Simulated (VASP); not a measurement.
# Si (P2/m) in VASP: notebook

Si is run at these levels: r2SCAN; tasks: single point.

Everything below comes from runs of VASP 6.6.1. Logs are shortened: lines on timing, memory, paths and dates and some standing lists are left out, and cuts for length are marked.

### Step 1. The cell of the first run

Symmetry: P2/m, No. 10, monoclinic system. Conventional cell: a = 2.629 Å, b = 2.494 Å, c = 9.168 Å, α = 90.00°, β = 96.59°, γ = 90.00°. Si (site symmetry m) has 7 Si at 2.29 to 2.63 Å within 3.0 Å. Within 3.3 Å of Si (site symmetry m) lie 8 Si at 2.49 to 2.63 Å.

### Step 2. Single point, r2SCAN

POSCAR

```
Si
1.0
    1.3145004514     -2.2767815684      0.0000000000
    0.0000000000      0.0000000000     -2.4937990725
    8.4128028889      3.6428505095      0.0000000000
Si
4
Direct
   -0.3500000000      0.0000000000      0.8750000000
    0.4500000000      0.0000000000      0.1250000000
   -0.1500000000      0.0000000000      0.3750000000
    0.2500000000      0.0000000000      0.6250000000
```

INCAR.step1

```
SYSTEM = Si
PREC = Accurate ; ENCUT = 520
ISMEAR = 0 ; SIGMA = 0.15
LREAL = .False. ; LASPH = .True.
NELM = 80 ; NBANDS = 16
GGA = PE ; ALGO = Normal
EDIFF = 1E-4 ; LWAVE = .True.
LCHARG = .False.
```

INCAR.step2

```
SYSTEM = Si
PREC = Accurate ; ENCUT = 520
EDIFF = 1E-6 ; ISMEAR = 0
SIGMA = 0.15 ; LREAL = .False.
LASPH = .True. ; NELM = 80
ALGO = Normal ; ISIF = 2
LWAVE = .False. ; LCHARG = .False.
METAGGA = R2SCAN ; LMIXTAU = .True.
NBANDS = 16 ; ISTART = 1
```

KPOINTS

```
Automatic mesh
0
Gamma
  22 23 7
  0 0 0
```

Potentials or basis: VASP PAW PBE potentials, release 64 (Si).

Run with:

```bash
$ cat potpaw_PBE.64/Si/POTCAR > POTCAR
$ cp INCAR.step1 INCAR
$ mpirun -np 1 vasp_std > vasp.out
$ cp INCAR.step2 INCAR
$ mpirun -np 1 vasp_std > vasp.out
```

OUTCAR:

```text
SYSTEM = Si
   PREC = Accurate
   ENCUT = 520
   EDIFF = 1E-6
   ISMEAR = 0
   LREAL = .False.
   LASPH = .True.
   NELM = 80
   ISIF = 2
   METAGGA = R2SCAN
   ISTART = 1

 ion  position               nearest neighbor table
   1  0.650  0.000  0.875-   2 2.29   4 2.63   4 2.63
   2  0.450  0.000  0.125-   1 2.29   3 2.63   3 2.63
   3  0.850  0.000  0.375-   2 2.63   4 2.63   2 2.63   4 2.63
   4  0.250  0.000  0.625-   1 2.63   3 2.63   3 2.63   1 2.63

  LATTYP: Found a simple monoclinic cell.
 ALAT       =     2.6290009028
 B/A-ratio  =     0.9485729236
 C/A-ratio  =     3.4871191548
 COS(beta)  =    -0.1147078669

  Lattice vectors:

 A1 = (   1.3145004514,  -2.2767815684,   0.0000000000)
 A2 = (   0.0000000000,   0.0000000000,   2.4937990725)
 A3 = (  -8.4128028889,  -3.6428505095,   0.0000000000)

Analysis of symmetry for initial positions (statically):
=====================================================================
 Subroutine PRICEL returns:
 Original cell was already a primitive cell.

 Routine SETGRP: Setting up the symmetry group for a
 simple monoclinic supercell.

 Subroutine GETGRP returns: Found  4 space group operations
 (whereof  2 operations were pure point group operations)
 out of a pool of  4 trial point group operations.

The static configuration has the point symmetry C_1h.
 The point group associated with its full space group is C_2h.

Analysis of symmetry for dynamics (positions and initial velocities):
=====================================================================
 Subroutine PRICEL returns:
 Original cell was already a primitive cell.

 Routine SETGRP: Setting up the symmetry group for a
 simple monoclinic supercell.

 Subroutine GETGRP returns: Found  4 space group operations
 (whereof  2 operations were pure point group operations)
 out of a pool of  4 trial point group operations.

The dynamic configuration has the point symmetry C_1h.
 The point group associated with its full space group is C_2h.

 Subroutine INISYM returns: Found  4 space group operations
 (whereof  2 operations are pure point group operations),
 and found     1 'primitive' translations

----------------------------------------------------------------------------------------

                                     Primitive cell

  volume of cell :      59.7081

  direct lattice vectors                    reciprocal lattice vectors
     1.314500451 -2.276781568  0.000000000     0.152149054 -0.351373189  0.000000000
     0.000000000  0.000000000 -2.493799072     0.000000000  0.000000000 -0.400994615
     8.412802889  3.642850510  0.000000000     0.095093159  0.054902061  0.000000000

  length of vectors
     2.629000903  2.493799072  9.167639406     0.382900055  0.400994615  0.109804122

  position of ions in fractional coordinates (direct lattice)
     0.650000000  0.000000000  0.875000000
     0.450000000  0.000000000  0.125000000
     0.850000000  0.000000000  0.375000000
     0.250000000  0.000000000  0.625000000

  ion indices of the primitive-cell ions
   primitive index   ion index
                 1           1
                 2           2
                 3           3
                 4           4

----------------------------------------------------------------------------------------

 KPOINTS: Automatic mesh

Automatic generation of k-mesh.
 Grid dimensions read from file:
 generate k-points for:   22   23    7

 Generating k-lattice:

  Cartesian coordinates                     Fractional coordinates (reciprocal lattice)
     0.006915866 -0.015971509  0.000000000     0.045454545  0.000000000  0.000000000
     0.000000000  0.000000000 -0.017434548     0.000000000  0.043478261  0.000000000
     0.013584737  0.007843152  0.000000000    -0.000000000  0.000000000  0.142857143

  Length of vectors
     0.017404548  0.017434548  0.015686303

  Shift w.r.t. Gamma in fractional coordinates (k-lattice)
     0.000000000  0.000000000  0.000000000

 Subroutine IBZKPT returns following result:
 ===========================================

 Found    936 irreducible k-points:

 Following reciprocal coordinates:
            Coordinates               Weight
  0.000000  0.000000  0.000000      1.000000
  0.045455  0.000000  0.000000      2.000000
  0.090909  0.000000  0.000000      2.000000
  0.136364  0.000000  0.000000      2.000000
  0.181818  0.000000  0.000000      2.000000
  0.227273  0.000000  0.000000      2.000000
[... 16 lines left out ...]
  0.454545  0.043478  0.000000      4.000000
  0.500000  0.043478  0.000000      2.000000
 [... further k-points ...]
   k-points           NKPTS =    936   k-points in BZ     NKDIM =    936   number of bands    NBANDS=     16
   number of dos      NEDOS =    301   number of ions     NIONS =      4
   total plane-waves  NPLWV =  28000
   dimension x,y,z NGX =    20 NGY =   20 NGZ =   70
   dimension x,y,z NGXF=    40 NGYF=   40 NGZF=  140
   ions per type =               4
   NGX,Y,Z   is equivalent  to a cutoff of  12.65, 13.33, 12.69 a.u.
   NGXF,Y,Z  is equivalent  to a cutoff of  25.29, 26.67, 25.39 a.u.
 SYSTEM =  Si
   PREC   = accura    normal or accurate (medium, high low for compatibility)
   ISTART =      1    job   : 0-new  1-cont  2-samecut
   ICHARG =      0    charge: 1-file 2-atom 10-const
   ISPIN  =      1    spin polarized calculation?
   LNONCOLLINEAR =      F non collinear calculations
   LSORBIT =      F    spin-orbit coupling
   LASPH  =      T    aspherical Exc in radial PAW
   ENCUT  =  520.0 eV  38.22 Ry    6.18 a.u.   4.89  4.64 17.05*2*pi/ulx,y,z
   NELM   =     80;   NELMIN=  2; NELMDL=  0     # of ELM steps
   EDIFF  = 0.1E-05   stopping-criterion for ELM
   LREAL  =      F    real-space projection
[... 7 lines left out ...]
   TEBEG  =    0.0;   TEEND  =   0.0 temperature during run
   PSTRESS=    0.0 pullay stress
   NELECT =      16.0000    total number of electrons
   NUPDOWN=      -1.0000    fix difference up-down
   EMIN   =  10.00;   EMAX   =-10.00  energy-range for DOS
   EFERMI =   0.00;   METHOD = LEGACY
   ISMEAR =     0;   SIGMA  =   0.15  broadening in eV -4-tet -1-fermi 0-gaus
   EFERMI_NEDOS =   21; number of points for ismear=-14 and -15
   IALGO  =     38    algorithm
   IMIX   =      4    mixing-type and parameters
     AMIX     =   0.40;   BMIX     =  1.00
     AMIX_MAG =   1.60;   BMIX_MAG =  1.00
  volume/ion in A,a.u.               =      14.93       100.73
  Fermi-wavevector in a.u.,A,eV,Ry     =   1.055448  1.994508 15.156498  1.113971
  Thomas-Fermi vector in A             =   2.190647
   LORBIT       =      0    0 simple, 1 ext, 2 COOP (PROOUT), +10 PAW based schemes
   METAGGA = R2SCAN    functional components
   LHFCALC =     F    Hartree Fock is set to
   AEXX    =    0.0000 exact exchange contribution
   IVDW    =     0    specifies the selected vdW correction
   LEPSILON=     F    determine dielectric tensor
   LRPA    =     F    only Hartree local field effects (RPA)
 non-spin polarized calculation
 Gauss-broadening in eV      SIGMA  =   0.15
  energy-cutoff  :      520.00
  volume of cell :       59.71
 maximum number of plane-waves:      1630
   NGX =  9   NGY =  9   NGZ = 33

 number of electron      16.0000001 magnetization

 Free energy of the ion-electron system (eV)
  ---------------------------------------------------
  ext. energy  EPLUGINS =         0.00000000
  ---------------------------------------------------
  free energy    TOTEN  =       -33.14344990 eV

  energy without entropy =      -33.12729733  energy(sigma->0) =      -33.13537361

 E-fermi :   9.4243     XC(G=0): -11.5707

 val. band max:        9.4239815413   @ k =  -0.0455   0.1739   0.1429
 cond. band min:       9.4254061983   @ k =  -0.0455   0.2174   0.2857
 fundamental gap:      0.0014246570
 Fermi energy:         9.4242639147

 k-point     1 :       0.0000    0.0000    0.0000
  band No.  band energies     occupation
      1      -5.3123      2.00000
      2      -3.4915      2.00000
      3      -3.4625      2.00000
      4       1.5864      2.00000
      5       2.2835      2.00000
      6      10.3512      0.00000
[... 8 lines left out ...]
     15      18.4098      0.00000
     16      18.9162      0.00000

 k-point     2 :       0.0455    0.0000    0.0000
  band No.  band energies     occupation
      1      -5.2663      2.00000
      2      -3.4999      2.00000
      3      -3.3630      2.00000
      4       1.6076      2.00000
      5       2.3497      2.00000
      6      10.2939      0.00000
[... 8 lines left out ...]
     15      18.5200      0.00000
     16      19.0222      0.00000

 k-point     3 :       0.0909    0.0000    0.0000
  band No.  band energies     occupation
      1      -5.1284      2.00000
      2      -3.4296      2.00000
      3      -3.1606      2.00000
      4       1.6780      2.00000
      5       2.5409      2.00000
      6      10.2334      0.00000
[... 8 lines left out ...]
     15      19.3015      0.00000
     16      19.3239      0.00000

 k-point     4 :       0.1364    0.0000    0.0000
  band No.  band energies     occupation
      1      -4.8988      2.00000
      2      -3.2691      2.00000
      3      -2.8673      2.00000
      4       1.8102      2.00000
      5       2.8428      2.00000
      6      10.2062      0.00000
[... 8 lines left out ...]
     15      19.5692      0.00000
     16      19.7153      0.00000

 k-point     5 :       0.1818    0.0000    0.0000
  band No.  band energies     occupation
      1      -4.5782      2.00000
      2      -3.0187      2.00000
      3      -2.4842      2.00000
      4       2.0129      2.00000
      5       3.2430      2.00000
      6       9.2719      1.84919
[... 8 lines left out ...]
     15      19.4243      0.00000
     16      19.8890      0.00000

 k-point     6 :       0.2273    0.0000    0.0000
  band No.  band energies     occupation
      1      -4.1674      2.00000
      2      -2.6794      2.00000
      3      -2.0127      2.00000
      4       2.2889      2.00000
      5       3.7304      2.00000
      6       7.7950      2.00000
[... 8 lines left out ...]
     15      19.7036      0.00000
     16      20.2822      0.00000

 k-point     7 :       0.2727    0.0000    0.0000
  band No.  band energies     occupation
      1      -3.6677      2.00000
      2      -2.2527      2.00000
      3      -1.4545      2.00000
      4       2.6329      2.00000
      5       4.2861      2.00000
      6       6.3986      2.00000
[... 8 lines left out ...]
     15      20.0512      0.00000
     16      20.1483      0.00000

 k-point     8 :       0.3182    0.0000   -0.0000
  band No.  band energies     occupation
      1      -3.0814      2.00000
      2      -1.7415      2.00000
      3      -0.8133      2.00000
      4       3.0132      2.00000
      5       4.8091      2.00000
      6       5.1217      2.00000
[... 8 lines left out ...]
     15      20.2213      0.00000
     16      20.4606      0.00000

 k-point     9 :       0.3636    0.0000    0.0000
  band No.  band energies     occupation
      1      -2.4122      2.00000
      2      -1.1518      2.00000
      3      -0.0973      2.00000
      4       3.1709      2.00000
      5       4.2116      2.00000
      6       4.4726      2.00000
[... 8 lines left out ...]
     15      20.1104      0.00000
     16      20.9191      0.00000
[... 172 lines left out ...]
 k-point    19 :       0.2727    0.0435    0.0000
  band No.  band energies     occupation
      1      -3.6224      2.00000
      2      -2.2077      2.00000
      3      -1.4097      2.00000
      4       2.6768      2.00000
      5       4.3277      2.00000
      6       6.4391      2.00000
[... 8 lines left out ...]
     15      19.2349      0.00000
     16      20.1981      0.00000

 k-point    20 :       0.3182    0.0435   -0.0000
  band No.  band energies     occupation
      1      -3.0362      2.00000
      2      -1.6966      2.00000
      3      -0.7686      2.00000
      4       3.0570      2.00000
      5       4.8505      2.00000
      6       5.1630      2.00000
[... 8 lines left out ...]
     15      19.5900      0.00000
     16      20.6202      0.00000

 k-point    21 :       0.3636    0.0435    0.0000
  band No.  band energies     occupation
      1      -2.3672      2.00000
      2      -1.1070      2.00000
      3      -0.0528      2.00000
      4       3.2148      2.00000
      5       4.2529      2.00000
      6       4.5145      2.00000
[... 8 lines left out ...]
     15      19.8841      0.00000
     16      21.1406      0.00000

 k-point    22 :       0.4091    0.0435    0.0000
  band No.  band energies     occupation
      1      -1.6245      2.00000
      2      -0.4541      2.00000
      3       0.7054      2.00000
      4       2.4848      2.00000
      5       3.5165      2.00000
      6       4.3756      2.00000
[... 8 lines left out ...]
     15      19.9160      0.00000
     16      21.1193      0.00000

 k-point    23 :       0.4545    0.0435    0.0000
  band No.  band energies     occupation
      1      -0.8419      2.00000
      2       0.1995      2.00000
      3       1.1557      2.00000
      4       1.8532      2.00000
      5       2.7163      2.00000
      6       3.8495      2.00000
[... 8 lines left out ...]
     15      20.1426      0.00000
     16      21.3476      0.00000

 k-point    24 :       0.5000    0.0435    0.0000
  band No.  band energies     occupation
      1      -0.3079      2.00000
      2       0.4570      2.00000
      3       0.8883      2.00000
      4       1.8348      2.00000
      5       2.8940      2.00000
      6       2.9751      2.00000
[... 8 lines left out ...]
     15      20.3575      0.00000
     16      21.4314      0.00000

 [... further k-points ...]
[... 5 lines left out ...]
  --------------------------------------------------------------------------------------
  -------------------------------------------------------------------------------------
  Total        2.3309519      1.4898287     -0.5464047      1.4485602      0.0000000      0.0000000
  in kB       62.5475554     39.9772905    -14.6619413     38.8699151      0.0000000      0.0000000
  external PRESSURE =      29.2876349 kB  Pullay stress =       0.0000000 kB

 VOLUME and BASIS-vectors are now :
 -----------------------------------------------------------------------------
  energy-cutoff  :      520.00
  volume of cell :       59.71
      direct lattice vectors                 reciprocal lattice vectors
     1.314500451 -2.276781568  0.000000000     0.152149054 -0.351373189  0.000000000
     0.000000000  0.000000000 -2.493799072     0.000000000  0.000000000 -0.400994615
     8.412802889  3.642850510  0.000000000     0.095093159  0.054902061  0.000000000

 POSITION                                       TOTAL-FORCE (eV/Angst)
 -----------------------------------------------------------------------------------
      8.21563      1.70759      0.00000        -1.066277     -0.757529      0.000000
      1.64313     -0.56920      0.00000         1.066277      0.757529      0.000000
      4.27213     -0.56920      0.00000         0.011839      0.057863      0.000000
      5.58663      1.70759      0.00000        -0.011839     -0.057863      0.000000
 -----------------------------------------------------------------------------------
    total drift:                               -0.000000      0.000000      0.000000

  FREE ENERGIE OF THE ION-ELECTRON SYSTEM (eV)
  ---------------------------------------------------
  free  energy   TOTEN  =       -33.1434499004 eV

  energy  without entropy=      -33.1272973276  energy(sigma->0) =      -33.13537361
```

Run time: 29 min. Hardware: 1 thread of Oxide Virtual Turin-like, shared host; peak memory 0.64 GiB.

Results:

| Item | Value |
| --- | --- |
| Free energy | -33.1434 eV |
| Pressure | 2.9 GPa |
| Largest force | 1.308 eV/Å |
| Band gap on the k mesh | zero (bands 8 and 9 overlap by 8.41 eV) |

Forces in eV/Å, atoms in the order of the input:
```
Si  -1.066 -0.758  0.000
Si   1.066  0.758  0.000
Si   0.012  0.058  0.000
Si  -0.012 -0.058  0.000
```

Caveat: the PAW data sets were made with another functional, which shifts forces and pressure a little.

[end of part 1 of 2]
